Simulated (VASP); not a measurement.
# ZnHg3 (Pm-3m) in VASP: further runs

The runs below take ZnHg3 through single point, relaxation of volume and atoms at fixed shape, with LDA.

Program: VASP 6.6.1. These are calculated values, not measurements. Logs are shortened: lines on timing, memory, paths and dates and some standing lists are left out, and cuts for length are marked.

### Step 1. The cell of the first run

Symmetry: Pm-3m, No. 221, cubic system. Conventional cell: a = 4.302 Å, b = 4.302 Å, c = 4.302 Å, α = 90.00°, β = 90.00°, γ = 90.00°. Zn (site symmetry m-3m) has 12 Hg at 3.04 Å within 4.0 Å. Within 4.0 Å of Hg (site symmetry 4/mmm) lie 4 Zn at 3.04 Å and 8 Hg at 3.04 Å.

### Step 2. Single point, LDA

Input file INCAR:

```
SYSTEM = ZnHg3
ALGO = Normal
EDIFF = 1E-6
ENCUT = 520
GGA = CA
ISIF = 2
ISMEAR = 1
LASPH = .True.
LCHARG = .False.
LREAL = .False.
LWAVE = .False.
NBANDS = 32
NELM = 60
PREC = Accurate
SIGMA = 0.1
```

Input file KPOINTS:

```
k-points
0
Gamma
  10 10 10
  0 0 0
```

Input file POSCAR:

```
ZnHg3
1.0
    4.3022584713      0.0000000000      0.0000000000
    0.0000000000      4.3022584713      0.0000000000
    0.0000000000      0.0000000000      4.3022584713
Zn Hg
1 3
Direct
    0.5000000000      0.5000000000      0.5000000000
    0.5000000000      0.0000000000      0.0000000000
    0.0000000000      0.5000000000      0.0000000000
    0.0000000000      0.0000000000      0.5000000000
```

Potentials or basis: VASP PAW LDA potentials, release 64 (Zn, Hg).

Launch:

```console
> cat potpaw_LDA.64/Zn/POTCAR potpaw_LDA.64/Hg/POTCAR > POTCAR
> mpirun -np 1 vasp_std > vasp.out
```

OUTCAR:

```text
SYSTEM = ZnHg3
   EDIFF = 1E-6
   ENCUT = 520
   GGA = CA
   ISIF = 2
   ISMEAR = 1
   LASPH = .True.
   LREAL = .False.
   NELM = 60
   PREC = Accurate

 ion  position               nearest neighbor table
   1  0.500  0.500  0.500-   2 3.04   3 3.04   4 3.04   2 3.04   3 3.04   2 3.04   4 3.04   2 3.04
                             3 3.04   4 3.04   3 3.04   4 3.04
   2  0.500  0.000  0.000-   1 3.04   3 3.04   4 3.04   1 3.04   4 3.04   1 3.04   3 3.04   1 3.04
                             3 3.04   4 3.04   4 3.04   3 3.04
   3  0.000  0.500  0.000-   1 3.04   2 3.04   4 3.04   1 3.04   4 3.04   2 3.04   4 3.04   4 3.04
                             1 3.04   2 3.04   1 3.04   2 3.04
   4  0.000  0.000  0.500-   1 3.04   2 3.04   3 3.04   2 3.04   3 3.04   1 3.04   3 3.04   3 3.04
                             1 3.04   2 3.04   2 3.04   1 3.04

  LATTYP: Found a simple cubic cell.
 ALAT       =     4.3022584713

  Lattice vectors:

 A1 = (   4.3022584713,   0.0000000000,   0.0000000000)
 A2 = (   0.0000000000,   4.3022584713,   0.0000000000)
 A3 = (   0.0000000000,   0.0000000000,   4.3022584713)

Analysis of symmetry for initial positions (statically):
=====================================================================
 Subroutine PRICEL returns:
 Original cell was already a primitive cell.

 Routine SETGRP: Setting up the symmetry group for a
 simple cubic supercell.

 Subroutine GETGRP returns: Found 48 space group operations
 (whereof 48 operations were pure point group operations)
 out of a pool of 48 trial point group operations.

The static configuration has the point symmetry O_h .

Analysis of symmetry for dynamics (positions and initial velocities):
=====================================================================
 Subroutine PRICEL returns:
 Original cell was already a primitive cell.

 Routine SETGRP: Setting up the symmetry group for a
 simple cubic supercell.

 Subroutine GETGRP returns: Found 48 space group operations
 (whereof 48 operations were pure point group operations)
 out of a pool of 48 trial point group operations.

The dynamic configuration has the point symmetry O_h .

 Subroutine INISYM returns: Found 48 space group operations
 (whereof 48 operations are pure point group operations),
 and found     1 'primitive' translations

----------------------------------------------------------------------------------------

                                     Primitive cell

  volume of cell :      79.6323

  direct lattice vectors                    reciprocal lattice vectors
     4.302258471  0.000000000  0.000000000     0.232436058  0.000000000  0.000000000
     0.000000000  4.302258471  0.000000000     0.000000000  0.232436058  0.000000000
     0.000000000  0.000000000  4.302258471     0.000000000  0.000000000  0.232436058

  length of vectors
     4.302258471  4.302258471  4.302258471     0.232436058  0.232436058  0.232436058

  position of ions in fractional coordinates (direct lattice)
     0.500000000  0.500000000  0.500000000
     0.500000000  0.000000000  0.000000000
     0.000000000  0.500000000  0.000000000
     0.000000000  0.000000000  0.500000000

  ion indices of the primitive-cell ions
   primitive index   ion index
                 1           1
                 2           2
                 3           3
                 4           4

----------------------------------------------------------------------------------------

 KPOINTS: k-points

Automatic generation of k-mesh.
 Grid dimensions read from file:
 generate k-points for:   10   10   10

 Generating k-lattice:

  Cartesian coordinates                     Fractional coordinates (reciprocal lattice)
     0.023243606  0.000000000  0.000000000     0.100000000  0.000000000  0.000000000
     0.000000000  0.023243606  0.000000000     0.000000000  0.100000000  0.000000000
     0.000000000  0.000000000  0.023243606     0.000000000  0.000000000  0.100000000

  Length of vectors
     0.023243606  0.023243606  0.023243606

  Shift w.r.t. Gamma in fractional coordinates (k-lattice)
     0.000000000  0.000000000  0.000000000

 Subroutine IBZKPT returns following result:
 ===========================================

 Found     56 irreducible k-points:

 Following reciprocal coordinates:
            Coordinates               Weight
  0.000000  0.000000  0.000000      1.000000
  0.100000  0.000000  0.000000      6.000000
  0.200000  0.000000  0.000000      6.000000
  0.300000  0.000000  0.000000      6.000000
  0.400000  0.000000  0.000000      6.000000
  0.500000  0.000000  0.000000      3.000000
[... 16 lines left out ...]
  0.200000  0.100000  0.100000     24.000000
  0.300000  0.100000  0.100000     24.000000
 [... further k-points ...]
   k-points           NKPTS =     56   k-points in BZ     NKDIM =     56   number of bands    NBANDS=     32
   number of dos      NEDOS =    301   number of ions     NIONS =      4
   total plane-waves  NPLWV =  32768
   dimension x,y,z NGX =    32 NGY =   32 NGZ =   32
   dimension x,y,z NGXF=    64 NGYF=   64 NGZF=   64
   ions per type =               1   3
   NGX,Y,Z   is equivalent  to a cutoff of  12.37, 12.37, 12.37 a.u.
   NGXF,Y,Z  is equivalent  to a cutoff of  24.73, 24.73, 24.73 a.u.
 SYSTEM =  ZnHg3
   PREC   = accura    normal or accurate (medium, high low for compatibility)
   ISTART =      0    job   : 0-new  1-cont  2-samecut
   ICHARG =      2    charge: 1-file 2-atom 10-const
   ISPIN  =      1    spin polarized calculation?
   LNONCOLLINEAR =      F non collinear calculations
   LSORBIT =      F    spin-orbit coupling
   LASPH  =      T    aspherical Exc in radial PAW
   ENCUT  =  520.0 eV  38.22 Ry    6.18 a.u.   8.00  8.00  8.00*2*pi/ulx,y,z
   NELM   =     60;   NELMIN=  2; NELMDL= -5     # of ELM steps
   EDIFF  = 0.1E-05   stopping-criterion for ELM
   LREAL  =      F    real-space projection
   EDIFFG = 0.1E-04   stopping-criterion for IOM
   NSW    =      0    number of steps for IOM
   IBRION =     -1    ionic relax: 0-MD 1-quasi-New 2-CG
   NFREE  =      0    steps in history (QN), initial steepest desc. (CG)
   ISIF   =      2    stress and relaxation
   ISYM   =      2    0-nonsym 1-usesym 2-fastsym
   POTIM  = 0.5000    time-step for ionic-motion
   TEBEG  =    0.0;   TEEND  =   0.0 temperature during run
   PSTRESS=    0.0 pullay stress
   NELECT =      48.0000    total number of electrons
   NUPDOWN=      -1.0000    fix difference up-down
   EMIN   =  10.00;   EMAX   =-10.00  energy-range for DOS
   EFERMI =   0.00;   METHOD = LEGACY
   ISMEAR =     1;   SIGMA  =   0.10  broadening in eV -4-tet -1-fermi 0-gaus
   EFERMI_NEDOS =   21; number of points for ismear=-14 and -15
   IALGO  =     38    algorithm
   IMIX   =      4    mixing-type and parameters
     AMIX     =   0.40;   BMIX     =  1.00
     AMIX_MAG =   1.60;   BMIX_MAG =  1.00
  volume/ion in A,a.u.               =      19.91       134.35
  Fermi-wavevector in a.u.,A,eV,Ry     =   1.382904  2.613310 26.020106  1.912424
  Thomas-Fermi vector in A             =   2.507552
   LORBIT       =      0    0 simple, 1 ext, 2 COOP (PROOUT), +10 PAW based schemes
   GGA     = CA    functional components
   LHFCALC =     F    Hartree Fock is set to
   AEXX    =    0.0000 exact exchange contribution
   IVDW    =     0    specifies the selected vdW correction
   LEPSILON=     F    determine dielectric tensor
   LRPA    =     F    only Hartree local field effects (RPA)
 non-spin polarized calculation
 Methfessel and Paxton  Order N= 1 SIGMA  =   0.10
  energy-cutoff  :      520.00
  volume of cell :       79.63
 maximum number of plane-waves:      2184
 NGX is ok and might be reduce to    32
   NGX = 15   NGY = 15   NGZ = 15

 number of electron      48.0000039 magnetization

 Free energy of the ion-electron system (eV)
  ---------------------------------------------------
  ext. energy  EPLUGINS =         0.00000000
  ---------------------------------------------------
  free energy    TOTEN  =        -4.36088555 eV

  energy without entropy =       -4.36147443  energy(sigma->0) =       -4.36108184

 E-fermi :   3.2877     XC(G=0): -11.7425

 val. band max:        3.2510653040   @ k =   0.4000   0.1000   0.0000
 cond. band min:       3.3027857326   @ k =   0.4000   0.2000   0.0000
 fundamental gap:      0.0517204286
 Fermi energy:         3.2876795238

 k-point     1 :       0.0000    0.0000    0.0000
  band No.  band energies     occupation
      1      -6.7999      2.00000
      2      -5.4832      2.00000
      3      -5.1897      2.00000
      4      -5.1897      2.00000
      5      -5.1897      2.00000
      6      -5.0536      2.00000
[... 24 lines left out ...]
     31      11.1451      0.00000
     32      11.1451      0.00000

 k-point     2 :       0.1000    0.0000    0.0000
  band No.  band energies     occupation
      1      -6.7053      2.00000
      2      -5.4375      2.00000
      3      -5.1697      2.00000
      4      -5.1500      2.00000
      5      -5.1500      2.00000
      6      -5.0314      2.00000
[... 24 lines left out ...]
     31      10.6422      0.00000
     32      11.0562      0.00000

 k-point     3 :       0.2000    0.0000    0.0000
  band No.  band energies     occupation
      1      -6.4284      2.00000
      2      -5.3074      2.00000
      3      -5.1131      2.00000
      4      -5.0321      2.00000
      5      -5.0321      2.00000
      6      -4.9692      2.00000
[... 24 lines left out ...]
     31       9.7010      0.00000
     32      11.2804      0.00000

 k-point     4 :       0.3000    0.0000    0.0000
  band No.  band energies     occupation
      1      -6.0000      2.00000
      2      -5.1162      2.00000
      3      -5.0304      2.00000
      4      -4.8787      2.00000
      5      -4.8399      2.00000
      6      -4.8399      2.00000
[... 654 lines left out ...]
     31      10.8084      0.00000
     32      10.8084      0.00000

 k-point    23 :       0.2000    0.1000    0.1000
  band No.  band energies     occupation
      1      -6.2590      2.00000
      2      -5.2292      2.00000
      3      -5.0498      2.00000
      4      -5.0031      2.00000
      5      -4.9976      2.00000
      6      -4.8574      2.00000
[... 24 lines left out ...]
     31      10.7966      0.00000
     32      10.8664      0.00000

 k-point    24 :       0.3000    0.1000    0.1000
  band No.  band energies     occupation
      1      -5.8557      2.00000
      2      -5.0507      2.00000
      3      -4.9636      2.00000
      4      -4.8543      2.00000
      5      -4.8413      2.00000
      6      -4.7255      2.00000
[... 24 lines left out ...]
     31      10.3901      0.00000
     32      11.1229      0.00000

 [... further k-points ...]

------------------------ aborting loop because EDIFF is reached ----------------------------------------

  FORCE on cell =-STRESS in cart. coord.  units (eV):
  Direction    XX          YY          ZZ          XY          YZ          ZX
  --------------------------------------------------------------------------------------
  -------------------------------------------------------------------------------------
  Total        0.3143896      0.3143896      0.3143896     -0.0000000      0.0000000     -0.0000000
  in kB        6.3254186      6.3254186      6.3254186     -0.0000000      0.0000000     -0.0000000
  external PRESSURE =       6.3254186 kB  Pullay stress =       0.0000000 kB

 VOLUME and BASIS-vectors are now :
 -----------------------------------------------------------------------------
  energy-cutoff  :      520.00
  volume of cell :       79.63
      direct lattice vectors                 reciprocal lattice vectors
     4.302258471  0.000000000  0.000000000     0.232436058  0.000000000  0.000000000
     0.000000000  4.302258471  0.000000000     0.000000000  0.232436058  0.000000000
     0.000000000  0.000000000  4.302258471     0.000000000  0.000000000  0.232436058

 POSITION                                       TOTAL-FORCE (eV/Angst)
 -----------------------------------------------------------------------------------
      2.15113      2.15113      2.15113         0.000000      0.000000      0.000000
      2.15113      0.00000      0.00000         0.000000      0.000000      0.000000
      0.00000      2.15113      0.00000         0.000000      0.000000      0.000000
      0.00000      0.00000      2.15113         0.000000      0.000000      0.000000
 -----------------------------------------------------------------------------------
    total drift:                                0.000000      0.000000     -0.000000

  FREE ENERGIE OF THE ION-ELECTRON SYSTEM (eV)
  ---------------------------------------------------
  free  energy   TOTEN  =        -4.3608855534 eV

  energy  without entropy=       -4.3614744264  energy(sigma->0) =       -4.36108184
```

Wall time 31 s (1 thread of Intel Xeon 6975P-C (Granite Rapids), shared host); peak memory 0.24 GiB.

What came out:

* Free energy: -4.3609 eV
* Pressure: 0.6 GPa
* Band gap on the k mesh: zero (bands 24 and 25 overlap by 2.67 eV)

Caveat: spin-orbit coupling is left out, which moves the levels of the heavy elements.

### Step 3. Relaxation of volume and atoms at fixed shape, LDA

This run uses another cell than the first one, of 23.76 Å³/atom.

Input file INCAR:

```
ALGO = Normal
EDIFF = 1E-6
EDIFFG = -0.02
ENCUT = 600
IBRION = 2
ISIF = 8
ISMEAR = 1
LASPH = True
LCHARG = False
LREAL = False
LWAVE = False
NELM = 60
NSW = 60
PREC = Accurate
SIGMA = 0.1
```

Input file KPOINTS:

```
k-points
0
Gamma
  10 10 10
```

Input file POSCAR:

```
ZnHg3
1.0
    4.5632310000      0.0000000000      0.0000000000
    0.0000000000      4.5632310000      0.0000000000
    0.0000000000      0.0000000000      4.5632310000
Zn Hg
1 3
Direct
    0.5000000000      0.5000000000      0.5000000000
    0.5000000000      0.0000000000      0.0000000000
    0.0000000000      0.5000000000      0.0000000000
    0.0000000000      0.0000000000      0.5000000000
```

Potentials or basis: VASP PAW LDA potentials, release 64 (Zn, Hg).

Launch:

```console
> cat potpaw_LDA.64/Zn/POTCAR potpaw_LDA.64/Hg/POTCAR > POTCAR
> mpirun -np 1 vasp_std > vasp.out
```

Run time: 2.5 min. Hardware: 1 thread of Intel Xeon 6975P-C (Granite Rapids), shared host; peak memory 0.3 GiB.

The run converged. Its results:

```
Free energy                           : -4.3643 eV
Relaxed volume                        : 20.20 Å³/atom
Relaxed cell                          : a = 4.323 Å, b = 4.323 Å, c = 4.323 Å, α = 90.00°, β = 90.00°, γ = 90.00°
Space group after relaxing (to 0.1 Å) : Pm-3m (No. 221)
Energy gained by relaxing             : 80.7 meV/atom
Ionic steps                           : 3
Pressure after relaxing               : -0.1 GPa
```

Step by step:
```tsv
step	energy change (eV)	largest force (eV/Å)	pressure (GPa)	volume (Å³)
1	0.0000	0.0000	-5.75	95.02
2	-0.3005	0.0000	-2.06	83.77
3	-0.3227	0.0000	-0.14	80.78
```

Final structure:
```xyz
4
Lattice="4.3229 0.0000 0.0000 0.0000 4.3229 0.0000 0.0000 0.0000 4.3229" Properties=species:S:1:pos:R:3 pbc="T T T"
Zn    2.1614    2.1614    2.1614
Hg    2.1614    0.0000    0.0000
Hg    0.0000    2.1614    0.0000
Hg    0.0000    0.0000    2.1614
```

Levels at points of the mesh, in eV from the Fermi level:
| k point | band 22 | band 23 | band 24 | band 25 | band 26 | band 27 |
| --- | --- | --- | --- | --- | --- | --- |
| (0.00, 0.00, 0.00) | -0.62 | -0.62 | -0.62 | 0.95 | 0.95 | 1.47 |
| (0.50, 0.00, 0.00) | -5.67 | 1.00 | 1.09 | 2.73 | 2.73 | 2.97 |
| (0.50, 0.50, 0.00) | -3.76 | -3.76 | -3.61 | 4.44 | 4.89 | 4.89 |
| (0.50, 0.50, 0.50) | -2.18 | -2.18 | -2.18 | -1.55 | -1.55 | -1.55 |

Caveat: the highest band is partly filled, so the run has too few bands; spin-orbit coupling is left out, which moves the levels of the heavy elements.

The gap in the log of VASP goes by the Fermi energy; the results here count the filled bands.